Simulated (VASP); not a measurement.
# Cl (Fd-3m) in VASP: settings compared

Aim: see how the results for Cl move with the level of theory and the settings. Levels: PBEsol, PBEsol+D4. Tasks: single point.

Everything below comes from runs of VASP 6.6.1. Logs are shortened: lines on timing, memory, paths and dates and some standing lists are left out, and cuts for length are marked.

## Step 1: The cell of the first run

Symmetry: Fd-3m, No. 227, cubic system. Conventional cell: a = 4.767 Å, b = 4.767 Å, c = 4.767 Å, α = 90.00°, β = 90.00°, γ = 90.00°. Cl (site symmetry -43m) has 4 Cl at 2.06 Å within 2.7 Å.

## Step 2: Single point, PBEsol

Input file INCAR:

```
SYSTEM = Cl
PREC     = Accurate       ! precision mode
ENCUT    = 520            ! plane-wave cutoff, eV
EDIFF    = 1E-6           ! SCF threshold, eV
ISMEAR   = -1             ! smearing method
SIGMA    = 0.1            ! smearing width, eV
LREAL    = .False.        ! projectors in reciprocal space
LASPH    = .True.         ! aspherical terms in the spheres
NELM     = 100            ! most SCF steps
ALGO     = Normal         ! electronic algorithm
ISIF     = 2              ! what is computed and relaxed
LWAVE    = .False.        ! write WAVECAR
LCHARG   = .False.        ! write CHGCAR
GGA      = PS             ! functional
NBANDS   = 14             ! bands
```

Input file KPOINTS:

```
regular mesh
0
Gamma
  12 12 12
  0 0 0
```

Input file POSCAR:

```
Cl
1.0
    0.0000000000      2.3833325036      2.3833325036
    2.3833325036      0.0000000000      2.3833325036
    2.3833325036      2.3833325036      0.0000000000
Cl
2
Direct
   -0.1250000000     -0.1250000000     -0.1250000000
    0.1250000000      0.1250000000      0.1250000000
```

Potentials or basis: VASP PAW PBE potentials, release 64 (Cl).

The run is started by

```bash
> cat potpaw_PBE.64/Cl/POTCAR > POTCAR
> mpirun -np 1 vasp_std > vasp.out
```

OUTCAR:

```text
SYSTEM = Cl
   PREC = Accurate
   ENCUT = 520
   EDIFF = 1E-6
   ISMEAR = -1
   LREAL = .False.
   LASPH = .True.
   NELM = 100
   ISIF = 2
   GGA = PS

 ion  position               nearest neighbor table
   1  0.875  0.875  0.875-   2 2.06   2 2.06   2 2.06   2 2.06
   2  0.125  0.125  0.125-   1 2.06   1 2.06   1 2.06   1 2.06

  LATTYP: Found a face centered cubic cell.
 ALAT       =     4.7666650072

  Lattice vectors:

 A1 = (   0.0000000000,   2.3833325036,   2.3833325036)
 A2 = (   2.3833325036,   0.0000000000,   2.3833325036)
 A3 = (   2.3833325036,   2.3833325036,   0.0000000000)

Analysis of symmetry for initial positions (statically):
=====================================================================
 Subroutine PRICEL returns:
 Original cell was already a primitive cell.

 Routine SETGRP: Setting up the symmetry group for a
 face centered cubic supercell.

 Subroutine GETGRP returns: Found 48 space group operations
 (whereof 12 operations were pure point group operations)
 out of a pool of 48 trial point group operations.

The static configuration has the point symmetry D_3d.
 The point group associated with its full space group is O_h .

Analysis of symmetry for dynamics (positions and initial velocities):
=====================================================================
 Subroutine PRICEL returns:
 Original cell was already a primitive cell.

 Routine SETGRP: Setting up the symmetry group for a
 face centered cubic supercell.

 Subroutine GETGRP returns: Found 48 space group operations
 (whereof 12 operations were pure point group operations)
 out of a pool of 48 trial point group operations.

The dynamic configuration has the point symmetry D_3d.
 The point group associated with its full space group is O_h .

 Subroutine INISYM returns: Found 48 space group operations
 (whereof 12 operations are pure point group operations),
 and found     1 'primitive' translations

----------------------------------------------------------------------------------------

                                     Primitive cell

  volume of cell :      27.0760

  direct lattice vectors                    reciprocal lattice vectors
     0.000000000  2.383332504  2.383332504    -0.209790283  0.209790283  0.209790283
     2.383332504  0.000000000  2.383332504     0.209790283 -0.209790283  0.209790283
     2.383332504  2.383332504  0.000000000     0.209790283  0.209790283 -0.209790283

  length of vectors
     3.370541150  3.370541150  3.370541150     0.363367429  0.363367429  0.363367429

  position of ions in fractional coordinates (direct lattice)
     0.875000000  0.875000000  0.875000000
     0.125000000  0.125000000  0.125000000
[... 84 lines left out ...]
   ISYM   =      2    0-nonsym 1-usesym 2-fastsym
   POTIM  = 0.5000    time-step for ionic-motion
   TEBEG  =    0.0;   TEEND  =   0.0 temperature during run
   PSTRESS=    0.0 pullay stress
   NELECT =      14.0000    total number of electrons
   NUPDOWN=      -1.0000    fix difference up-down
   EMIN   =  10.00;   EMAX   =-10.00  energy-range for DOS
   EFERMI =   0.00;   METHOD = LEGACY
   ISMEAR =    -1;   SIGMA  =   0.10  broadening in eV -4-tet -1-fermi 0-gaus
   EFERMI_NEDOS =   21; number of points for ismear=-14 and -15
   IALGO  =     38    algorithm
   IMIX   =      4    mixing-type and parameters
     AMIX     =   0.40;   BMIX     =  1.00
     AMIX_MAG =   1.60;   BMIX_MAG =  1.00
  volume/ion in A,a.u.               =      13.54        91.36
  Fermi-wavevector in a.u.,A,eV,Ry     =   1.313982  2.483067 23.491135  1.726550
  Thomas-Fermi vector in A             =   2.444267
   LORBIT       =      0    0 simple, 1 ext, 2 COOP (PROOUT), +10 PAW based schemes
   GGA     = PS    functional components
   LHFCALC =     F    Hartree Fock is set to
   AEXX    =    0.0000 exact exchange contribution
   IVDW    =     0    specifies the selected vdW correction
   LEPSILON=     F    determine dielectric tensor
   LRPA    =     F    only Hartree local field effects (RPA)
 non-spin polarized calculation
  energy-cutoff  :      520.00
  volume of cell :       27.08
 maximum number of plane-waves:       745
 NGX is ok and might be reduce to    28

 number of electron      13.9999997 magnetization

 Free energy of the ion-electron system (eV)
  ---------------------------------------------------
  ext. energy  EPLUGINS =         0.00000000
  ---------------------------------------------------
  free energy    TOTEN  =         3.23809646 eV

  energy without entropy =        3.28704891  energy(sigma->0) =        3.26257268

 E-fermi :  10.1433     XC(G=0): -11.6305

 val. band max:       10.1327244312   @ k =  -0.3333   0.4167   0.1667
 cond. band min:      10.1455546896   @ k =   0.4167   0.1667   0.0833
 fundamental gap:      0.0128302584
 Fermi energy:        10.1433223729

 k-point     1 :       0.0000    0.0000    0.0000
  band No.  band energies     occupation
      1     -13.5242      2.00000
      2      -0.4919      2.00000
      3       2.0075      2.00000
      4       2.0075      2.00000
      5       2.0075      2.00000
      6       6.4804      2.00000
      7       6.4804      2.00000
      8       6.4804      2.00000
      9      15.6082      0.00000
     10      17.1432      0.00000
     11      17.1432      0.00000
     12      21.5588      0.00000
     13      21.5588      0.00000
     14      21.5588      0.00000
[... 377 lines left out ...]
      1     -11.0447      2.00000
      2      -7.3023      2.00000
      3      -0.7705      2.00000
      4       0.5231      2.00000
      5       4.5131      2.00000
      6       8.3563      2.00000
      7       9.0319      1.99997
      8      11.5541      0.00000
      9      15.6118      0.00000
     10      17.4449      0.00000
     11      19.0044      0.00000
     12      21.0668      0.00000
     13      22.6776      0.00000
     14      23.4139      0.00000

 [... further k-points ...]
[... 5 lines left out ...]
  --------------------------------------------------------------------------------------
  -------------------------------------------------------------------------------------
  Total       16.0596074     16.0596074     16.0596074     -0.0000000     -0.0000000      0.0000000
  in kB      950.3019106    950.3019106    950.3019106     -0.0000000     -0.0000000      0.0000000
  external PRESSURE =     950.3019106 kB  Pullay stress =       0.0000000 kB

 VOLUME and BASIS-vectors are now :
 -----------------------------------------------------------------------------
  energy-cutoff  :      520.00
  volume of cell :       27.08
      direct lattice vectors                 reciprocal lattice vectors
     0.000000000  2.383332504  2.383332504    -0.209790283  0.209790283  0.209790283
     2.383332504  0.000000000  2.383332504     0.209790283 -0.209790283  0.209790283
     2.383332504  2.383332504  0.000000000     0.209790283  0.209790283 -0.209790283

 POSITION                                       TOTAL-FORCE (eV/Angst)
 -----------------------------------------------------------------------------------
      4.17083      4.17083      4.17083        -0.000000     -0.000000     -0.000000
      0.59583      0.59583      0.59583         0.000000      0.000000      0.000000
 -----------------------------------------------------------------------------------
    total drift:                                0.000000     -0.000000     -0.000000

  FREE ENERGIE OF THE ION-ELECTRON SYSTEM (eV)
  ---------------------------------------------------
  free  energy   TOTEN  =         3.2380964563 eV

  energy  without entropy=        3.2870489099  energy(sigma->0) =        3.26257268
```

OSZICAR:

```text
N       E                     dE             d eps       ncg     rms          rms(c)
DAV:   1     0.711689650415E+02    0.71169E+02   -0.70081E+03  2024   0.928E+02
DAV:   2     0.611337642188E+01   -0.65056E+02   -0.59482E+02  2846   0.177E+02
DAV:   3     0.325277933894E+01   -0.28606E+01   -0.28352E+01  2598   0.380E+01
DAV:   4     0.322994834609E+01   -0.22831E-01   -0.22825E-01  2418   0.400E+00
DAV:   5     0.322965995098E+01   -0.28840E-03   -0.28837E-03  2652   0.445E-01    0.511E+01
DAV:   6     0.323689248542E+01    0.72325E-02   -0.77215E-03  2412   0.567E-01    0.304E+01
DAV:   7     0.323780269727E+01    0.91021E-03   -0.89426E-03  2454   0.615E-01    0.269E-01
DAV:   8     0.323808815534E+01    0.28546E-03   -0.57335E-04  2352   0.156E-01    0.657E-02
DAV:   9     0.323809682005E+01    0.86647E-05   -0.47521E-05  2610   0.459E-02    0.303E-02
DAV:  10     0.323809645634E+01   -0.36372E-06   -0.20495E-06  2206   0.996E-03
   1 F= 0.32380965E+01 E0= 0.32625727E+01  d E =-.489525E-01
```

stdout:

```text
POSCAR found type information on POSCAR Cl
 POSCAR found :  1 types and       2 ions
 scaLAPACK will be used
 -----------------------------------------------------------------------------
|                                                                             |
|                                                                             |
|     You enforced a specific xc type in the INCAR file but a different       |
|     I HOPE YOU KNOW WHAT YOU ARE DOING!                                     |
|                                                                             |
 -----------------------------------------------------------------------------

 LDA part: xc-table for (Slater+PW92), standard interpolation
 POSCAR, INCAR and KPOINTS ok, starting setup
 FFT: planning ... GRIDC
 FFT: planning ... GRID_SOFT
 FFT: planning ... GRID
 WAVECAR not read
 entering main loop
```

Run time: 30 s. Hardware: 1 thread of Intel Xeon Platinum 8375C at 2.90GHz (Ice Lake), shared host; peak memory 0.15 GiB.

What came out:

```yaml
Free_energy: 3.2381 eV
Pressure: 95.0 GPa
Band_gap_on_the_k_mesh: zero (band 7 reaches 12.43 eV, above the bottom of band 8 at 6.48 eV)
```

Caveat: the PAW data sets were made with another functional, which shifts forces and pressure a little.

## Step 3: Single point, PBEsol

Input file INCAR:

```
PREC = Accurate
ENCUT = 520
EDIFF = 1E-6
ISMEAR = -5
SIGMA = 0.1
LREAL = F
LASPH = T
NELM = 60
ALGO = Normal
ISIF = 2
LWAVE = F
LCHARG = F
GGA = PS
NBANDS = 14
```

Input file KPOINTS:

```
Automatic mesh
0
Gamma
  12 12 12
```

POSCAR is that of step 2.

Potentials or basis: VASP PAW PBE potentials, release 64 (Cl).

The run is started by

```bash
> cat potpaw_PBE.64/Cl/POTCAR > POTCAR
> mpirun -np 1 vasp_std > vasp.out
```

Wall time 36 s (1 thread of Intel Xeon Platinum 8375C at 2.90GHz (Ice Lake), shared host); peak memory 0.15 GiB.

It converged, with:

* Free energy: 3.2603 eV
* Pressure: 94.7 GPa
* Band gap on the k mesh: zero (band 7 reaches 12.43 eV, above the bottom of band 8 at 6.48 eV)

Levels at points of the mesh, in eV from the Fermi level:
| k point | band 5 | band 6 | band 7 | band 8 | band 9 | band 10 |
| --- | --- | --- | --- | --- | --- | --- |
| (0.00, 0.00, 0.00) | -8.14 | -3.67 | -3.67 | -3.67 | 5.46 | 6.99 |
| (0.50, 0.00, 0.00) | -7.45 | -1.90 | -1.90 | 2.29 | 7.53 | 8.61 |
| (0.50, 0.50, 0.00) | -4.90 | -4.90 | 2.28 | 2.28 | 7.10 | 7.10 |

Caveat: the PAW data sets were made with another functional, which shifts forces and pressure a little; tetrahedron occupations give inexact forces and stress in metals.

## Step 4: Single point, PBEsol+D4

Input file INCAR:

```
PREC     = Accurate       # precision mode
ENCUT    = 520            # plane-wave cutoff, eV
EDIFF    = 1E-6           # SCF threshold, eV
ISMEAR   = -1             # smearing method
SIGMA    = 0.1            # smearing width, eV
LREAL    = F              # projectors in reciprocal space
LASPH    = T              # aspherical terms in the spheres
NELM     = 80             # most SCF steps
ALGO     = Normal         # electronic algorithm
ISIF     = 2              # what is computed and relaxed
LWAVE    = F              # write WAVECAR
LCHARG   = T              # write CHGCAR
GGA      = PS             # functional
IVDW     = 13             # dispersion correction
LELF     = T              # ELF
LVHAR    = T            
NBANDS   = 14             # bands
```

KPOINTS is that of step 3.

POSCAR is that of step 3.

The run is started by

```bash
> cat potpaw_PBE.64/Cl/POTCAR > POTCAR
> mpirun -np 1 vasp_std > vasp.out
```

It took 32 s on 1 thread of Intel Xeon Platinum 8375C at 2.90GHz (Ice Lake), shared host; peak memory 0.16 GiB.

The run converged. Its results:

* Free energy: 2.8433 eV
* Pressure: 92.9 GPa
* Band gap on the k mesh: zero (band 7 reaches 12.43 eV, above the bottom of band 8 at 6.48 eV)
* Dispersion energy per atom: -0.197 eV

Levels at points of the mesh, in eV from the Fermi level:
| k point | band 3 | band 4 | band 5 | band 6 | band 7 | band 8 | band 9 | band 10 | band 11 | band 12 |
| --- | --- | --- | --- | --- | --- | --- | --- | --- | --- | --- |
| (0.00, 0.00, 0.00) | -8.14 | -8.14 | -8.14 | -3.66 | -3.66 | -3.66 | 5.46 | 7.00 | 7.00 | 11.42 |
| (0.50, 0.00, 0.00) | -9.33 | -9.33 | -7.45 | -1.89 | -1.89 | 2.30 | 7.53 | 8.62 | 8.89 | 8.89 |
| (0.50, 0.50, 0.00) | -10.73 | -10.73 | -4.89 | -4.89 | 2.28 | 2.28 | 7.11 | 7.11 | 10.34 | 10.34 |

Caveat: the PAW data sets were made with another functional, which shifts forces and pressure a little; pairwise dispersion overbinds metals, which lowers pressure and volume.

## Step 5: Summary

| level | smearing | gap on the mesh (eV) | pressure (GPa) |
| --- | --- | --- | --- |
| PBEsol | fermi-dirac 0.1 eV | none | 95.0 |
| PBEsol | tetrahedron | none | 94.7 |
| PBEsol+D4 | fermi-dirac 0.1 eV | none | 92.9 |

Alike in all rows: task single point; potentials or basis VASP PAW PBE potentials, release 64 (Cl); no spin polarisation; cell as given; k mesh 12 × 12 × 12; cutoff (eV) 520.

Caveats: the PAW data sets were made with another functional, which shifts forces and pressure a little; tetrahedron occupations give inexact forces and stress in metals (some runs); pairwise dispersion overbinds metals, which lowers pressure and volume (some runs).

Absolute energies hang on the potentials; compare differences alone.
